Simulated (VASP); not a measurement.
# LiCl (Pm-3n) in VASP: a series of runs

LiCl is run at these levels: PBE; tasks: relaxation of cell and atoms.

All numbers are computed with VASP 6.6.1; they aren't measurements. Logs are shortened: lines on timing, memory, paths and dates and some standing lists are left out, and cuts for length are marked.

### 1 The cell of the first run

It takes space group Pm-3n (No. 223, cubic). Conventional cell: a = 6.782 Å, b = 6.782 Å, c = 6.782 Å, α = 90.00°, β = 90.00°, γ = 90.00°. Li (site symmetry -4m2) has 4 Cl at 2.40 Å within 3.2 Å. Cl (site symmetry -4m2) has 4 Li at 2.40 Å within 3.2 Å.

### 2 Relaxation of cell and atoms, PBE

The input, INCAR:

```
SYSTEM = LiCl
ALGO     = Normal         ! electronic algorithm
EDIFF    = 1E-6           ! SCF threshold, eV
EDIFFG   = -0.001         ! ionic threshold
ENCUT    = 600            ! plane-wave cutoff, eV
GGA      = PE             ! functional
IBRION   = 2              ! ionic algorithm
ISIF     = 3              ! what is computed and relaxed
ISMEAR   = 0              ! smearing method
LASPH    = .TRUE.         ! aspherical terms in the spheres
LCHARG   = .FALSE.        ! write CHGCAR
LREAL    = .FALSE.        ! projectors in reciprocal space
LWAVE    = .FALSE.        ! write WAVECAR
NELM     = 80             ! most SCF steps
NSW      = 80             ! ionic steps
PREC     = Accurate       ! precision mode
SIGMA    = 0.01           ! smearing width, eV
```

The input, KPOINTS:

```
k-points
0
G
  4 4 4
  0 0 0
```

The input, POSCAR:

```
LiCl
1.0
    6.7822671339      0.0000000000      0.0000000000
    0.0000000000      6.7822671339      0.0000000000
    0.0000000000      0.0000000000      6.7822671339
Li Cl
6 6
Direct
    0.7500000000      0.5000000000      0.0000000000
    0.5000000000      0.0000000000      0.7500000000
    0.0000000000      0.7500000000      0.5000000000
    0.0000000000      0.2500000000      0.5000000000
    0.2500000000      0.5000000000      0.0000000000
    0.5000000000      0.0000000000      0.2500000000
    0.5000000000      0.7500000000      0.0000000000
    0.7500000000      0.0000000000      0.5000000000
    0.0000000000      0.5000000000      0.7500000000
    0.2500000000      0.0000000000      0.5000000000
    0.0000000000      0.5000000000      0.2500000000
    0.5000000000      0.2500000000      0.0000000000
```

Potentials or basis: VASP PAW PBE potentials, release 64 (Li_sv, Cl).

Started as:

```bash
$ cat potpaw_PBE.64/Li_sv/POTCAR potpaw_PBE.64/Cl/POTCAR > POTCAR
$ mpirun -np 1 vasp_std > vasp.out
```

OUTCAR:

```text
SYSTEM = LiCl
   EDIFF = 1E-6
   EDIFFG = -0.001
   ENCUT = 600
   GGA = PE
   IBRION = 2
   ISIF = 3
   ISMEAR = 0
   LASPH = .TRUE.
   LREAL = .FALSE.
   NELM = 80
   NSW = 80
   PREC = Accurate

 ion  position               nearest neighbor table
   1  0.750  0.500  0.000-   7 2.40   9 2.40  11 2.40  12 2.40
   2  0.500  0.000  0.750-   7 2.40   8 2.40  10 2.40  12 2.40
   3  0.000  0.750  0.500-   8 2.40   9 2.40  10 2.40  11 2.40
   4  0.000  0.250  0.500-   8 2.40   9 2.40  10 2.40  11 2.40
   5  0.250  0.500  0.000-   7 2.40   9 2.40  11 2.40  12 2.40
   6  0.500  0.000  0.250-   7 2.40   8 2.40  10 2.40  12 2.40
   7  0.500  0.750  0.000-   1 2.40   2 2.40   5 2.40   6 2.40
   8  0.750  0.000  0.500-   2 2.40   3 2.40   4 2.40   6 2.40
   9  0.000  0.500  0.750-   1 2.40   3 2.40   4 2.40   5 2.40
  10  0.250  0.000  0.500-   2 2.40   3 2.40   4 2.40   6 2.40
  11  0.000  0.500  0.250-   1 2.40   3 2.40   4 2.40   5 2.40
  12  0.500  0.250  0.000-   1 2.40   2 2.40   5 2.40   6 2.40

  LATTYP: Found a simple cubic cell.
 ALAT       =     6.7822671339

  Lattice vectors:

 A1 = (   6.7822671339,   0.0000000000,   0.0000000000)
 A2 = (   0.0000000000,   6.7822671339,   0.0000000000)
 A3 = (   0.0000000000,   0.0000000000,   6.7822671339)

Analysis of symmetry for initial positions (statically):
=====================================================================
 Subroutine PRICEL returns:
 Original cell was already a primitive cell.

 Routine SETGRP: Setting up the symmetry group for a
 simple cubic supercell.

 Subroutine GETGRP returns: Found 48 space group operations
 (whereof 24 operations were pure point group operations)
 out of a pool of 48 trial point group operations.

The static configuration has the point symmetry T_h .
 The point group associated with its full space group is O_h .

Analysis of symmetry for dynamics (positions and initial velocities):
=====================================================================
 Subroutine PRICEL returns:
 Original cell was already a primitive cell.

 Routine SETGRP: Setting up the symmetry group for a
 simple cubic supercell.

 Subroutine GETGRP returns: Found 48 space group operations
 (whereof 24 operations were pure point group operations)
 out of a pool of 48 trial point group operations.

The dynamic configuration has the point symmetry T_h .
 The point group associated with its full space group is O_h .

 Subroutine INISYM returns: Found 48 space group operations
 (whereof 24 operations are pure point group operations),
 and found     1 'primitive' translations

----------------------------------------------------------------------------------------

                                     Primitive cell

  volume of cell :     311.9785

  direct lattice vectors                    reciprocal lattice vectors
     6.782267134  0.000000000  0.000000000     0.147443322  0.000000000  0.000000000
     0.000000000  6.782267134  0.000000000     0.000000000  0.147443322  0.000000000
     0.000000000  0.000000000  6.782267134     0.000000000  0.000000000  0.147443322

  length of vectors
     6.782267134  6.782267134  6.782267134     0.147443322  0.147443322  0.147443322

  position of ions in fractional coordinates (direct lattice)
     0.750000000  0.500000000  0.000000000
     0.500000000  0.000000000  0.750000000
     0.000000000  0.750000000  0.500000000
     0.000000000  0.250000000  0.500000000
     0.250000000  0.500000000  0.000000000
     0.500000000  0.000000000  0.250000000
     0.500000000  0.750000000  0.000000000
     0.750000000  0.000000000  0.500000000
     0.000000000  0.500000000  0.750000000
     0.250000000  0.000000000  0.500000000
     0.000000000  0.500000000  0.250000000
     0.500000000  0.250000000  0.000000000

  ion indices of the primitive-cell ions
   primitive index   ion index
                 1           1
                 2           2
                 3           3
                 4           4
                 5           5
                 6           6
                 7           7
                 8           8
                 9           9
                10          10
                11          11
                12          12

----------------------------------------------------------------------------------------

 KPOINTS: k-points

Automatic generation of k-mesh.
 Grid dimensions read from file:
 generate k-points for:    4    4    4

 Generating k-lattice:

  Cartesian coordinates                     Fractional coordinates (reciprocal lattice)
     0.036860831  0.000000000  0.000000000     0.250000000  0.000000000  0.000000000
     0.000000000  0.036860831  0.000000000     0.000000000  0.250000000  0.000000000
     0.000000000  0.000000000  0.036860831     0.000000000  0.000000000  0.250000000

  Length of vectors
     0.036860831  0.036860831  0.036860831

  Shift w.r.t. Gamma in fractional coordinates (k-lattice)
     0.000000000  0.000000000  0.000000000

 Subroutine IBZKPT returns following result:
 ===========================================

 Found     10 irreducible k-points:

 Following reciprocal coordinates:
            Coordinates               Weight
  0.000000  0.000000  0.000000      1.000000
  0.250000  0.000000  0.000000      6.000000
  0.500000  0.000000  0.000000      3.000000
  0.250000  0.250000  0.000000     12.000000
  0.500000  0.250000  0.000000     12.000000
  0.500000  0.500000  0.000000      3.000000
  0.250000  0.250000  0.250000      8.000000
  0.500000  0.250000  0.250000     12.000000
  0.500000  0.500000  0.250000      6.000000
  0.500000  0.500000  0.500000      1.000000
   k-points           NKPTS =     10   k-points in BZ     NKDIM =     10   number of bands    NBANDS=     37
   number of dos      NEDOS =    301   number of ions     NIONS =     12
   total plane-waves  NPLWV = 157464
   dimension x,y,z NGX =    54 NGY =   54 NGZ =   54
   dimension x,y,z NGXF=   108 NGYF=  108 NGZF=  108
   ions per type =               6   6
   NGX,Y,Z   is equivalent  to a cutoff of  13.24, 13.24, 13.24 a.u.
   NGXF,Y,Z  is equivalent  to a cutoff of  26.47, 26.47, 26.47 a.u.
 SYSTEM =  LiCl
   PREC   = accura    normal or accurate (medium, high low for compatibility)
   ISTART =      0    job   : 0-new  1-cont  2-samecut
   ICHARG =      2    charge: 1-file 2-atom 10-const
   ISPIN  =      1    spin polarized calculation?
   LNONCOLLINEAR =      F non collinear calculations
   LSORBIT =      F    spin-orbit coupling
   LASPH  =      T    aspherical Exc in radial PAW
   ENCUT  =  600.0 eV  44.10 Ry    6.64 a.u.  13.55 13.55 13.55*2*pi/ulx,y,z
   NELM   =     80;   NELMIN=  2; NELMDL= -5     # of ELM steps
   EDIFF  = 0.1E-05   stopping-criterion for ELM
   LREAL  =      F    real-space projection
   EDIFFG = -.1E-02   stopping-criterion for IOM
   NSW    =     80    number of steps for IOM
   IBRION =      2    ionic relax: 0-MD 1-quasi-New 2-CG
   NFREE  =      1    steps in history (QN), initial steepest desc. (CG)
   ISIF   =      3    stress and relaxation
   ISYM   =      2    0-nonsym 1-usesym 2-fastsym
   POTIM  = 0.5000    time-step for ionic-motion
   TEBEG  =    0.0;   TEEND  =   0.0 temperature during run
   PSTRESS=    0.0 pullay stress
   NELECT =      60.0000    total number of electrons
   NUPDOWN=      -1.0000    fix difference up-down
   EMIN   =  10.00;   EMAX   =-10.00  energy-range for DOS
   EFERMI =   0.00;   METHOD = LEGACY
   ISMEAR =     0;   SIGMA  =   0.01  broadening in eV -4-tet -1-fermi 0-gaus
   EFERMI_NEDOS =   21; number of points for ismear=-14 and -15
   IALGO  =     38    algorithm
   IMIX   =      4    mixing-type and parameters
     AMIX     =   0.40;   BMIX     =  1.00
     AMIX_MAG =   1.60;   BMIX_MAG =  1.00
  volume/ion in A,a.u.               =      26.00       175.44
  Fermi-wavevector in a.u.,A,eV,Ry     =   0.944968  1.785730 12.149515  0.892964
  Thomas-Fermi vector in A             =   2.072824
   LORBIT       =      0    0 simple, 1 ext, 2 COOP (PROOUT), +10 PAW based schemes
   GGA     = PE    functional components
   LHFCALC =     F    Hartree Fock is set to
   AEXX    =    0.0000 exact exchange contribution
   IVDW    =     0    specifies the selected vdW correction
   LEPSILON=     F    determine dielectric tensor
   LRPA    =     F    only Hartree local field effects (RPA)
 conjugate gradient relaxation of ions
 non-spin polarized calculation
 Gauss-broadening in eV      SIGMA  =   0.01
  energy-cutoff  :      600.00
  volume of cell :      311.98
 maximum number of plane-waves:     10440
   NGX = 27   NGY = 27   NGZ = 27

--------------------------------------- Ionic step        1  -------------------------------------------

 number of electron      60.0000064 magnetization

 Free energy of the ion-electron system (eV)
  ---------------------------------------------------
  ext. energy  EPLUGINS =         0.00000000
  ---------------------------------------------------
  free energy    TOTEN  =       -44.23547359 eV

  energy without entropy =      -44.23547359  energy(sigma->0) =      -44.23547359

------------------------ aborting loop because EDIFF is reached ----------------------------------------

  FORCE on cell =-STRESS in cart. coord.  units (eV):
  Direction    XX          YY          ZZ          XY          YZ          ZX
  --------------------------------------------------------------------------------------
  -------------------------------------------------------------------------------------
  Total       -0.1133310     -0.1133310     -0.1133310     -0.0000000     -0.0000000     -0.0000000
  in kB       -0.5820155     -0.5820155     -0.5820155     -0.0000000     -0.0000000     -0.0000000
  external PRESSURE =      -0.5820155 kB  Pullay stress =       0.0000000 kB
[... 77 lines left out ...]
  energy  without entropy=      -44.2355909376  energy(sigma->0) =      -44.23559094

--------------------------------------- Ionic step        3  -------------------------------------------

 number of electron      60.0000062 magnetization

 Free energy of the ion-electron system (eV)
  ---------------------------------------------------
  ext. energy  EPLUGINS =         0.00000000
  ---------------------------------------------------
  free energy    TOTEN  =       -44.23563912 eV

  energy without entropy =      -44.23563912  energy(sigma->0) =      -44.23563912

 E-fermi :  -2.0410     XC(G=0):  -6.5889

 val. band max:       -2.1411212878   @ k =   0.0000   0.0000   0.0000
 cond. band min:       3.2205876802   @ k =   0.0000   0.0000   0.0000
 fundamental gap:      5.3617089680
 Fermi energy:        -2.0410371934

 k-point     1 :       0.0000    0.0000    0.0000
  band No.  band energies     occupation
      1     -45.3844      2.00000
      2     -45.3836      2.00000
      3     -45.3836      2.00000
      4     -45.3815      2.00000
      5     -45.3815      2.00000
      6     -45.3815      2.00000
[... 428 lines left out ...]
  FREE ENERGIE OF THE ION-ELECTRON SYSTEM (eV)
  ---------------------------------------------------
  free  energy   TOTEN  =       -44.2356391172 eV

  energy  without entropy=      -44.2356391172  energy(sigma->0) =      -44.23563912

 reached required accuracy - stopping structural energy minimisation
```

Run time: 10 min. Hardware: 1 thread of Intel Xeon 8259CL, shared host; peak memory 0.46 GiB.

Results:

```
Free energy                           : -44.2356 eV
Relaxed volume                        : 25.92 Å³/atom
Relaxed cell                          : a = 6.775 Å, b = 6.775 Å, c = 6.775 Å, α = 90.00°, β = 90.00°, γ = 90.00°
Space group after relaxing (to 0.1 Å) : Pm-3n (No. 223)
Energy gained by relaxing             : 0.0 meV/atom
Ionic steps                           : 3
Pressure after relaxing               : 0.0 GPa
Band gap on the k mesh                : 5.36 eV
```

Step by step:
| step | energy change (eV) | largest force (eV/Å) | pressure (GPa) | volume (Å³) |
| --- | --- | --- | --- | --- |
| 1 | 0.0000 | 0.0000 | -0.06 | 311.98 |
| 2 | -0.0001 | 0.0000 | -0.03 | 311.55 |
| 3 | -0.0002 | 0.0000 | 0.00 | 311.00 |

Final structure:
```
Li Cl
1.0
     6.77516    0.00000    0.00000
     0.00000    6.77516    0.00000
     0.00000    0.00000    6.77516
Li Cl
6 6
Direct
  0.75000 0.50000 0.00000
  0.50000 0.00000 0.75000
  0.00000 0.75000 0.50000
  0.00000 0.25000 0.50000
  0.25000 0.50000 0.00000
  0.50000 0.00000 0.25000
  0.50000 0.75000 0.00000
  0.75000 0.00000 0.50000
  0.00000 0.50000 0.75000
  0.25000 0.00000 0.50000
  0.00000 0.50000 0.25000
  0.50000 0.25000 0.00000
```

Caveat: the cutoff is under 1.25 times the usual one of these potentials, so pressure, stress and relaxed cells hold a basis-set (Pulay) error. A k mesh can miss the band edges.

### 3 Relaxation of cell and atoms, PBE

This run uses another cell than the first one, of 26.26 Å³/atom.

The input, INCAR:

```
ALGO = Normal
EDIFF = 1E-6
EDIFFG = -0.01
ENCUT = 600
GGA = PE
IBRION = 2
ISIF = 3
ISMEAR = 0
LASPH = T
LCHARG = F
LREAL = F
LWAVE = F
NELM = 80
NSW = 100
PREC = Accurate
SIGMA = 0.02
```

The input, KPOINTS:

```
k-points
0
Gamma
  4 4 4
```

POSCAR, as its differences from that of step 2:

```diff
@@ -2,5 +2,5 @@
 1.0
-    6.7822671339      0.0000000000      0.0000000000
-    0.0000000000      6.7822671339      0.0000000000
-    0.0000000000      0.0000000000      6.7822671339
+    6.8046512857      0.0000000000      0.0000000000
+    0.0000000000      6.8046512857      0.0000000000
+    0.0000000000      0.0000000000      6.8046512857
 Li Cl
```

Potentials or basis: VASP PAW PBE potentials, release 64 (Li_sv, Cl).

Started as:

```bash
$ cat potpaw_PBE.64/Li_sv/POTCAR potpaw_PBE.64/Cl/POTCAR > POTCAR
$ mpirun -np 1 vasp_std > vasp.out
```

OUTCAR:

```text
EDIFF = 1E-6
   EDIFFG = -0.01
   ENCUT = 600
   GGA = PE
   IBRION = 2
   ISIF = 3
   ISMEAR = 0
   LASPH = T
   LREAL = F
   NELM = 80
   NSW = 100
   PREC = Accurate

 ion  position               nearest neighbor table
   1  0.750  0.500  0.000-   7 2.41   9 2.41  11 2.41  12 2.41
   2  0.500  0.000  0.750-   7 2.41   8 2.41  10 2.41  12 2.41
   3  0.000  0.750  0.500-   8 2.41   9 2.41  10 2.41  11 2.41
   4  0.000  0.250  0.500-   8 2.41   9 2.41  10 2.41  11 2.41
   5  0.250  0.500  0.000-   7 2.41   9 2.41  11 2.41  12 2.41
   6  0.500  0.000  0.250-   7 2.41   8 2.41  10 2.41  12 2.41
   7  0.500  0.750  0.000-   1 2.41   2 2.41   5 2.41   6 2.41
   8  0.750  0.000  0.500-   2 2.41   3 2.41   4 2.41   6 2.41
   9  0.000  0.500  0.750-   1 2.41   3 2.41   4 2.41   5 2.41
  10  0.250  0.000  0.500-   2 2.41   3 2.41   4 2.41   6 2.41
  11  0.000  0.500  0.250-   1 2.41   3 2.41   4 2.41   5 2.41
  12  0.500  0.250  0.000-   1 2.41   2 2.41   5 2.41   6 2.41

[... 199 lines left out ...]
  Total       -0.4810606     -0.4810606     -0.4810606     -0.0000000     -0.0000000      0.0000000
  in kB       -2.4462044     -2.4462044     -2.4462044     -0.0000000     -0.0000000      0.0000000
  external PRESSURE =      -2.4462044 kB  Pullay stress =       0.0000000 kB
[... 79 lines left out ...]
--------------------------------------- Ionic step        3  -------------------------------------------

 number of electron      60.0000061 magnetization

 Free energy of the ion-electron system (eV)
  ---------------------------------------------------
  ext. energy  EPLUGINS =         0.00000000
  ---------------------------------------------------
  free energy    TOTEN  =       -44.23681803 eV

  energy without entropy =      -44.23681803  energy(sigma->0) =      -44.23681803

 E-fermi :  -2.0360     XC(G=0):  -6.5915

 val. band max:       -2.1373952539   @ k =   0.0000   0.0000   0.0000
 cond. band min:       3.2252134499   @ k =   0.0000   0.0000   0.0000
 fundamental gap:      5.3626087038
 Fermi energy:        -2.0360159062

 k-point     1 :       0.0000    0.0000    0.0000
  band No.  band energies     occupation
      1     -45.3791      2.00000
      2     -45.3783      2.00000
      3     -45.3783      2.00000
      4     -45.3762      2.00000
      5     -45.3762      2.00000
      6     -45.3762      2.00000
[... 428 lines left out ...]
  FREE ENERGIE OF THE ION-ELECTRON SYSTEM (eV)
  ---------------------------------------------------
  free  energy   TOTEN  =       -44.2368180314 eV

  energy  without entropy=      -44.2368180314  energy(sigma->0) =      -44.23681803

 reached required accuracy - stopping structural energy minimisation
```

OSZICAR:

```text
N       E                     dE             d eps       ncg     rms          rms(c)
DAV:   1     0.572148956415E+03    0.57215E+03   -0.26896E+04   740   0.166E+03
DAV:   2     0.398451293768E+02   -0.53230E+03   -0.51060E+03   964   0.373E+02
DAV:   3    -0.348098272573E+02   -0.74655E+02   -0.74450E+02   957   0.129E+02
[... 24 lines left out ...]
DAV:   4    -0.442368251666E+02    0.98012E-04   -0.38838E-04   849   0.112E-01    0.432E-02
DAV:   5    -0.442368187650E+02    0.64015E-05   -0.86175E-05  1003   0.405E-02    0.115E-02
DAV:   6    -0.442368172052E+02    0.15598E-05   -0.10711E-05   966   0.163E-02    0.414E-03
DAV:   7    -0.442368182199E+02   -0.10147E-05   -0.70432E-07   662   0.485E-03    0.815E-04
DAV:   8    -0.442368180314E+02    0.18855E-06   -0.97449E-08   578   0.194E-03
   3 F= -.44236818E+02 E0= -.44236818E+02  d E =-.309062E-02
```

Wall time 11 min (1 thread of Intel Xeon 8259CL, shared host); peak memory 0.46 GiB.

Results:

- Free energy: -44.2368 eV
- Relaxed volume: 25.90 Å³/atom
- Relaxed cell: a = 6.773 Å, b = 6.773 Å, c = 6.773 Å, α = 90.00°, β = 90.00°, γ = 90.00°
- Space group after relaxing (to 0.1 Å): Pm-3n (No. 223)
- Energy gained by relaxing: 0.3 meV/atom
- Ionic steps: 3
- Pressure after relaxing: 0.0 GPa
- Band gap on the k mesh: 5.36 eV

Step by step:
```tsv
step	energy change (eV)	largest force (eV/Å)	pressure (GPa)	volume (Å³)
1	0.0000	0.0000	-0.24	315.08
2	-0.0022	0.0000	-0.14	313.25
3	-0.0031	0.0000	0.02	310.76
```

Final structure:
```xyz
12
Lattice="6.7735 0.0000 0.0000 0.0000 6.7735 0.0000 0.0000 0.0000 6.7735" Properties=species:S:1:pos:R:3 pbc="T T T"
Li    5.0801    3.3867    0.0000
Li    3.3867    0.0000    5.0801
Li    0.0000    5.0801    3.3867
Li    0.0000    1.6934    3.3867
Li    1.6934    3.3867    0.0000
Li    3.3867    0.0000    1.6934
Cl    3.3867    5.0801    0.0000
Cl    5.0801    0.0000    3.3867
Cl    0.0000    3.3867    5.0801
Cl    1.6934    0.0000    3.3867
Cl    0.0000    3.3867    1.6934
Cl    3.3867    1.6934    0.0000
```

Levels at points of the mesh, in eV from the valence-band top:
```tsv
k point	band 28	band 29	band 30	band 31	band 32	band 33
(0.00, 0.00, 0.00)	0.00	0.00	0.00	5.36	7.38	7.90
(0.50, 0.00, 0.00)	-0.58	-0.01	-0.01	6.36	6.36	7.87
(0.50, 0.50, 0.00)	-0.60	-0.55	-0.02	6.75	6.98	6.98
(0.50, 0.50, 0.50)	-0.74	-0.74	-0.74	7.70	7.70	7.84
```

Caveat: the cutoff is under 1.25 times the usual one of these potentials, so pressure, stress and relaxed cells hold a basis-set (Pulay) error.
